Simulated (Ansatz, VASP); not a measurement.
## One calculation of W, two programs

```xyz
1
Lattice="0.0000 1.9894 2.0300 1.9894 0.0000 2.0300 1.9894 1.9894 0.0000" Properties=species:S:1:pos:R:3 pbc="T T T"
W     0.0000    0.0000    0.0000
```

Change from the starting cell: equal xx and yy strain of -2 %, crystal datasets.

Alike in both runs: task electric field gradients; functional PBEsol; k mesh 14 × 14 × 14; occupations fermi-dirac, width 0.05 eV; no spin polarisation.

|  | VASP | Ansatz |
| --- | --- | --- |
| version | VASP 6.6.1 | Ansatz 0.2.0 |
| potentials or method | VASP PAW PBE potentials, release 64 (W_sv), cutoff 400 eV | all-electron PAW with datasets made for the crystal, scalar-relativistic |

```csv
,VASP,Ansatz,Ansatz less VASP
pressure (GPa),-1.0,-1.6,-0.56
"traceless stress, the component that is largest in VASP (GPa)",4.05,4.02,-0.032
size of Vzz on the site where it differs most (V/Å²),13.8,11.5,-2.28
```

VASP's potentials were made for PBE, not for PBEsol. Ansatz ran all-electron here, and VASP with PAW potentials.

Spin-orbit coupling is off throughout.
